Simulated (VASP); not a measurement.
# YS (I4/mmm) in VASP: a series of runs

YS is run at these levels: LDA; tasks: single point.

Program: VASP 6.6.1. These are calculated values, not measurements. Logs are shortened: lines on timing, memory, paths and dates and some standing lists are left out, and cuts for length are marked.

**1. The cell of the first run**

The structure is tetragonal, space group I4/mmm (No. 139). The conventional cell has a = 3.880 Å, b = 3.880 Å, c = 5.378 Å, α = 90.00°, β = 90.00°, γ = 90.00°. Y (site symmetry 4/mmm) has 6 S at 2.69 to 2.74 Å within 3.5 Å. S (site symmetry 4/mmm) has 6 Y at 2.69 to 2.74 Å within 3.5 Å.

**2. Single point, LDA (zz strain of -2 %)**

INCAR

```
PREC     = Accurate       # precision mode
ENCUT    = 520            # plane-wave cutoff, eV
EDIFF    = 1E-6           # SCF threshold, eV
ISMEAR   = -1             # smearing method
SIGMA    = 0.01           # smearing width, eV
LREAL    = F              # projectors in reciprocal space
LASPH    = T              # aspherical terms in the spheres
NELM     = 100            # most SCF steps
ALGO     = Normal         # electronic algorithm
ISIF     = 2              # what is computed and relaxed
LWAVE    = F              # write WAVECAR
LCHARG   = F              # write CHGCAR
NBANDS   = 16             # bands
```

KPOINTS

```
Automatic mesh
0
Gamma
  8 8 8
```

POSCAR

```
YS
1.0
    0.0000000000      2.7436500000      2.6887770000
    2.7436500000      0.0000000000      2.6887770000
    2.7436500000      2.7436500000      0.0000000000
Y S
1 1
Direct
    0.5000000000      0.5000000000      0.5000000000
    0.0000000000      0.0000000000      0.0000000000
```

Potentials or basis: VASP PAW LDA potentials, release 64 (Y_sv, S).

Started as:

```sh
$ cat potpaw_LDA.64/Y_sv/POTCAR potpaw_LDA.64/S/POTCAR > POTCAR
$ mpirun -np 1 vasp_std > vasp.out
```

OUTCAR:

```text
PREC = Accurate
   ENCUT = 520
   EDIFF = 1E-6
   ISMEAR = -1
   LREAL = F
   LASPH = T
   NELM = 100
   ISIF = 2

 ion  position               nearest neighbor table
   1  0.500  0.500  0.500-   2 2.69   2 2.69   2 2.74   2 2.74   2 2.74   2 2.74
   2  0.000  0.000  0.000-   1 2.69   1 2.69   1 2.74   1 2.74   1 2.74   1 2.74

  LATTYP: Found a body centered tetragonal cell.
 ALAT       =     3.8801070404
 C/A-ratio  =     1.3859292911

  Lattice vectors:

 A1 = (   0.0000000000,  -2.7436500000,  -2.6887770000)
 A2 = (   0.0000000000,   2.7436500000,  -2.6887770000)
 A3 = (   2.7436500000,   0.0000000000,   2.6887770000)

Analysis of symmetry for initial positions (statically):
=====================================================================
 Subroutine PRICEL returns:
 Original cell was already a primitive cell.

 Routine SETGRP: Setting up the symmetry group for a
 body centered tetragonal supercell.

 Subroutine GETGRP returns: Found 16 space group operations
 (whereof 16 operations were pure point group operations)
 out of a pool of 16 trial point group operations.

The static configuration has the point symmetry D_4h.

Analysis of symmetry for dynamics (positions and initial velocities):
=====================================================================
 Subroutine PRICEL returns:
 Original cell was already a primitive cell.

 Routine SETGRP: Setting up the symmetry group for a
 body centered tetragonal supercell.

 Subroutine GETGRP returns: Found 16 space group operations
 (whereof 16 operations were pure point group operations)
 out of a pool of 16 trial point group operations.

The dynamic configuration has the point symmetry D_4h.

 Subroutine INISYM returns: Found 16 space group operations
 (whereof 16 operations are pure point group operations),
 and found     1 'primitive' translations

----------------------------------------------------------------------------------------

                                     Primitive cell

  volume of cell :      40.4802

  direct lattice vectors                    reciprocal lattice vectors
     0.000000000  2.743650000  2.688777000    -0.182238988  0.182238988  0.185958151
     2.743650000  0.000000000  2.688777000     0.182238988 -0.182238988  0.185958151
     2.743650000  2.743650000  0.000000000     0.182238988  0.182238988 -0.185958151

  length of vectors
     3.841501930  3.841501930  3.880107040     0.317808955  0.317808955  0.317808955

  position of ions in fractional coordinates (direct lattice)
     0.500000000  0.500000000  0.500000000
     0.000000000  0.000000000  0.000000000
[... 73 lines left out ...]
   LSORBIT =      F    spin-orbit coupling
   LASPH  =      T    aspherical Exc in radial PAW
   ENCUT  =  520.0 eV  38.22 Ry    6.18 a.u.   7.14  7.14  7.21*2*pi/ulx,y,z
   NELM   =    100;   NELMIN=  2; NELMDL= -5     # of ELM steps
   EDIFF  = 0.1E-05   stopping-criterion for ELM
   LREAL  =      F    real-space projection
   EDIFFG = 0.1E-04   stopping-criterion for IOM
   NSW    =      0    number of steps for IOM
   IBRION =     -1    ionic relax: 0-MD 1-quasi-New 2-CG
   NFREE  =      0    steps in history (QN), initial steepest desc. (CG)
   ISIF   =      2    stress and relaxation
   ISYM   =      2    0-nonsym 1-usesym 2-fastsym
   POTIM  = 0.5000    time-step for ionic-motion
   TEBEG  =    0.0;   TEEND  =   0.0 temperature during run
   PSTRESS=    0.0 pullay stress
   NELECT =      17.0000    total number of electrons
   NUPDOWN=      -1.0000    fix difference up-down
   EMIN   =  10.00;   EMAX   =-10.00  energy-range for DOS
   EFERMI =   0.00;   METHOD = LEGACY
   ISMEAR =    -1;   SIGMA  =   0.01  broadening in eV -4-tet -1-fermi 0-gaus
   EFERMI_NEDOS =   21; number of points for ismear=-14 and -15
   IALGO  =     38    algorithm
   IMIX   =      4    mixing-type and parameters
     AMIX     =   0.40;   BMIX     =  1.00
     AMIX_MAG =   1.60;   BMIX_MAG =  1.00
  volume/ion in A,a.u.               =      20.24       136.59
  Fermi-wavevector in a.u.,A,eV,Ry     =   1.225962  2.316733 20.449329  1.502983
  Thomas-Fermi vector in A             =   2.360981
   LORBIT       =      0    0 simple, 1 ext, 2 COOP (PROOUT), +10 PAW based schemes
   GGA     = CA    functional components
   LHFCALC =     F    Hartree Fock is set to
   AEXX    =    0.0000 exact exchange contribution
   IVDW    =     0    specifies the selected vdW correction
   LEPSILON=     F    determine dielectric tensor
   LRPA    =     F    only Hartree local field effects (RPA)
 non-spin polarized calculation
  energy-cutoff  :      520.00
  volume of cell :       40.48
 maximum number of plane-waves:      1102
 NGX is ok and might be reduce to    30
   NGX = 15   NGY = 15   NGZ = 15

 number of electron      17.0000000 magnetization

 Free energy of the ion-electron system (eV)
  ---------------------------------------------------
  ext. energy  EPLUGINS =         0.00000000
  ---------------------------------------------------
  free energy    TOTEN  =       -16.02198664 eV

  energy without entropy =      -16.02119311  energy(sigma->0) =      -16.02158987

 E-fermi :   6.8089     XC(G=0): -10.8760

 val. band max:        6.7825770324   @ k =  -0.3750   0.1250   0.3750
 cond. band min:       6.8120672009   @ k =   0.3750   0.1250   0.0000
 fundamental gap:      0.0294901685
 Fermi energy:         6.8089351976

 k-point     1 :       0.0000    0.0000    0.0000
  band No.  band energies     occupation
      1     -36.2149      2.00000
      2     -16.2808      2.00000
      3     -16.2747      2.00000
      4     -16.2747      2.00000
      5      -8.2489      2.00000
      6       3.4608      2.00000
[... 433 lines left out ...]
      3     -16.3285      2.00000
      4     -16.3276      2.00000
      5      -7.2673      2.00000
      6       0.4731      2.00000
[... 8 lines left out ...]
     15      14.4992      0.00000
     16      14.8817      0.00000

 [... further k-points ...]
[... 5 lines left out ...]
  --------------------------------------------------------------------------------------
  -------------------------------------------------------------------------------------
  Total       -0.8524132     -0.8524132      0.4462363      0.0000000     -0.0000000      0.0000000
  in kB      -33.7379386    -33.7379386     17.6617334      0.0000000     -0.0000000      0.0000000
  external PRESSURE =     -16.6047146 kB  Pullay stress =       0.0000000 kB

 VOLUME and BASIS-vectors are now :
 -----------------------------------------------------------------------------
  energy-cutoff  :      520.00
  volume of cell :       40.48
      direct lattice vectors                 reciprocal lattice vectors
     0.000000000  2.743650000  2.688777000    -0.182238988  0.182238988  0.185958151
     2.743650000  0.000000000  2.688777000     0.182238988 -0.182238988  0.185958151
     2.743650000  2.743650000  0.000000000     0.182238988  0.182238988 -0.185958151

 POSITION                                       TOTAL-FORCE (eV/Angst)
 -----------------------------------------------------------------------------------
      2.74365      2.74365      2.68878         0.000000     -0.000000      0.000000
      0.00000      0.00000      0.00000        -0.000000      0.000000     -0.000000
 -----------------------------------------------------------------------------------
    total drift:                                0.000000     -0.000000      0.000000

  FREE ENERGIE OF THE ION-ELECTRON SYSTEM (eV)
  ---------------------------------------------------
  free  energy   TOTEN  =       -16.0219866363 eV

  energy  without entropy=      -16.0211931072  energy(sigma->0) =      -16.02158987
```

Run time: 72 s. Hardware: 1 thread of Intel Xeon 8259CL, shared host; peak memory 0.19 GiB.

What came out:

```yaml
Free_energy: -16.0220 eV
Pressure: -1.7 GPa
Band_gap_on_the_k_mesh: zero (an odd number of electrons rules out a gap without spin polarisation)
```

Stress tensor (GPa, compression positive):
```
-3.37  0.00  0.00
 0.00 -3.37  0.00
 0.00  0.00  1.77
```

Caveat: the cell differs from its parent crystal (zz strain of -2 %).

**3. Single point, LDA (equal xx and yy strain of -1 %)**

INCAR

```
PREC = Accurate
ENCUT = 520
EDIFF = 1E-6
ISMEAR = -1
SIGMA = 0.01
LREAL = F
LASPH = T
NELM = 60
ALGO = Normal
ISIF = 2
LWAVE = F
LCHARG = F
GGA = CA
NBANDS = 16
```

KPOINTS is that of step 2.

POSCAR

```
YS
1.0
    0.0000000000      2.7162135000      2.7436500000
    2.7162135000      0.0000000000      2.7436500000
    2.7162135000      2.7162135000      0.0000000000
Y S
1 1
Direct
    0.5000000000      0.5000000000      0.5000000000
    0.0000000000      0.0000000000      0.0000000000
```

Potentials or basis: VASP PAW LDA potentials, release 64 (Y_sv, S).

Started as:

```sh
$ cat potpaw_LDA.64/Y_sv/POTCAR potpaw_LDA.64/S/POTCAR > POTCAR
$ mpirun -np 1 vasp_std > vasp.out
```

Wall time 73 s (1 thread of Intel Xeon 8259CL, shared host); peak memory 0.19 GiB.

Results (log left out):

```
Free energy            : -16.0286 eV
Pressure               : -1.8 GPa
Band gap on the k mesh : zero (an odd number of electrons rules out a gap without spin polarisation)
```

Stress tensor (GPa, compression positive):
```
-0.98  0.00  0.00
 0.00 -0.98  0.00
 0.00  0.00 -3.29
```

Levels at points of the mesh, in eV from the Fermi level:
```tsv
k point	band 7	band 8	band 9	band 10	band 11	band 12
(0.00, 0.00, 0.00)	-3.31	-3.31	-0.28	-0.18	-0.18	0.61
(0.50, 0.00, 0.00)	-5.26	-5.26	2.13	2.78	2.82	2.87
(0.50, 0.50, 0.00)	-4.00	-4.00	-2.40	1.91	3.31	3.91
(0.50, 0.00, 0.50)	-4.05	-4.03	-2.41	1.94	3.29	3.86
```

Caveat: the cell differs from its parent crystal (equal xx and yy strain of -1 %).

**4. Single point, LDA (zz strain of +1 %)**

INCAR

```
PREC     = Accurate       # precision mode
ENCUT    = 520            # plane-wave cutoff, eV
EDIFF    = 1E-6           # SCF threshold, eV
ISMEAR   = -1             # smearing method
SIGMA    = 0.01           # smearing width, eV
LREAL    = F              # projectors in reciprocal space
LASPH    = T              # aspherical terms in the spheres
NELM     = 100            # most SCF steps
ALGO     = Normal         # electronic algorithm
ISIF     = 2              # what is computed and relaxed
LWAVE    = F              # write WAVECAR
LCHARG   = F              # write CHGCAR
NBANDS   = 16             # bands
```

KPOINTS is that of step 3.

POSCAR

```
YS
1.0
    0.0000000000      2.7436500000      2.7710865000
    2.7436500000      0.0000000000      2.7710865000
    2.7436500000      2.7436500000      0.0000000000
Y S
1 1
Direct
    0.5000000000      0.5000000000      0.5000000000
    0.0000000000      0.0000000000      0.0000000000
```

Potentials or basis: VASP PAW LDA potentials, release 64 (Y_sv, S).

Started as:

```sh
$ cat potpaw_LDA.64/Y_sv/POTCAR potpaw_LDA.64/S/POTCAR > POTCAR
$ mpirun -np 1 vasp_std > vasp.out
```

OUTCAR:

```text
PREC = Accurate
   ENCUT = 520
   EDIFF = 1E-6
   ISMEAR = -1
   LREAL = F
   LASPH = T
   NELM = 100
   ISIF = 2

 ion  position               nearest neighbor table
   1  0.500  0.500  0.500-   2 2.74   2 2.74   2 2.74   2 2.74   2 2.77   2 2.77
   2  0.000  0.000  0.000-   1 2.74   1 2.74   1 2.74   1 2.74   1 2.77   1 2.77

  LATTYP: Found a body centered tetragonal cell.
 ALAT       =     3.8801070404
 C/A-ratio  =     1.4283556980

  Lattice vectors:

 A1 = (  -2.7436500000,   0.0000000000,   2.7710865000)
 A2 = (   2.7436500000,   0.0000000000,   2.7710865000)
[... 626 lines left out ...]
      5      -7.4577      2.00000
      6       0.2988      2.00000
[... 8 lines left out ...]
     15      14.1725      0.00000
     16      14.4448      0.00000

 [... further k-points ...]
[... 5 lines left out ...]
  --------------------------------------------------------------------------------------
  -------------------------------------------------------------------------------------
  Total       -1.0351399     -1.0351399     -1.5561460      0.0000000      0.0000000     -0.0000000
  in kB      -39.7532022    -39.7532022    -59.7617661      0.0000000      0.0000000     -0.0000000
  external PRESSURE =     -46.4227235 kB  Pullay stress =       0.0000000 kB

 VOLUME and BASIS-vectors are now :
 -----------------------------------------------------------------------------
  energy-cutoff  :      520.00
  volume of cell :       41.72
      direct lattice vectors                 reciprocal lattice vectors
     0.000000000  2.743650000  2.771086500    -0.182238988  0.182238988  0.180434642
     2.743650000  0.000000000  2.771086500     0.182238988 -0.182238988  0.180434642
     2.743650000  2.743650000  0.000000000     0.182238988  0.182238988 -0.180434642

 POSITION                                       TOTAL-FORCE (eV/Angst)
 -----------------------------------------------------------------------------------
      2.74365      2.74365      2.77109         0.000000      0.000000      0.000000
      0.00000      0.00000      0.00000         0.000000      0.000000      0.000000
 -----------------------------------------------------------------------------------
    total drift:                                0.000000     -0.000000      0.000000

  FREE ENERGIE OF THE ION-ELECTRON SYSTEM (eV)
  ---------------------------------------------------
  free  energy   TOTEN  =       -16.0038915734 eV

  energy  without entropy=      -16.0032581124  energy(sigma->0) =      -16.00357484
```

stdout:

```text
POSCAR found type information on POSCAR Y S
 POSCAR found :  2 types and       2 ions
 scaLAPACK will be used
 LDA part: xc-table for (Slater(with rela. corr.)+CA(PZ))
 , standard interpolation
 POSCAR, INCAR and KPOINTS ok, starting setup
 FFT: planning ... GRIDC
 FFT: planning ... GRID_SOFT
 FFT: planning ... GRID
 WAVECAR not read
 entering main loop
```

It took 72 s on 1 thread of Intel Xeon 8259CL, shared host; peak memory 0.19 GiB.

What came out:

* Free energy: -16.0039 eV
* Pressure: -4.6 GPa
* Band gap on the k mesh: zero (an odd number of electrons rules out a gap without spin polarisation)

Caveat: the cell differs from its parent crystal (zz strain of +1 %); the cell stands under tension.

**5. Summary**

```tsv
cell	gap on the mesh (eV)	pressure (GPa)
a = 3.842, b = 3.842, c = 3.880 Å, angles 59.7, 59.7, 60.7°, 2 atoms	none	-1.7
a = 3.861, b = 3.861, c = 3.841 Å, angles 60.2, 60.2, 59.7°, 2 atoms	none	-1.8
a = 3.900, b = 3.900, c = 3.880 Å, angles 60.2, 60.2, 59.7°, 2 atoms	none	-4.6
```

Alike in all rows: task single point; level LDA; potentials or basis VASP PAW LDA potentials, release 64 (Y_sv, S); no spin polarisation; k mesh 8 × 8 × 8; cutoff (eV) 520; smearing fermi-dirac 0.01 eV.

Caveats: the cell stands under tension (at least some runs).

Absolute energies hang on the potentials; compare differences alone.
